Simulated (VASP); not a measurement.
Runs of VASP 6.6.1 on Ti2B2Os. The structure is that of space group P4/mmm (No. 123), or close to it. The cells are those of the table. 

```tsv
task	spin	cell	k mesh	cutoff (eV)	gap on the mesh (eV)	pressure (GPa)	largest force (eV/Å)
relaxation of cell and atoms	off	relaxed from a = 3.325, b = 3.325, c = 5.956 Å, 5 atoms	6 × 6 × 4	600	none	0.0	0.02
single point	off	a = 4.140, b = 4.140, c = 5.448 Å, 5 atoms	6 × 6 × 4	520	none	0.0	(b)
single point	off	a = 3.325, b = 3.325, c = 5.956 Å, 5 atoms	6 × 6 × 4	520	none	85.2	23.39
single point	collinear, ferromagnetic start	a = 4.140, b = 4.140, c = 5.448 Å, 5 atoms	4 × 4 × 4	520	none	(a)	0.23
```

Alike in all rows: level PBE; potentials or basis VASP PAW PBE potentials, release 64 (Ti_sv, B, Os); smearing gaussian 0.1 eV.

Fill in the values left out.

(a) 0.9; (b) 0.11.

Caveats: some runs use coarse meshes; spin-orbit coupling is left out, which moves the levels of the heavy elements; forces of over 1 eV/Å act on the atoms, so gaps and moduli don't describe the material at rest (some runs).

A k mesh can miss the band edges, and the runs leave out spin-orbit coupling on Os.

A gap of «none» marks levels without a gap at the run's occupations.
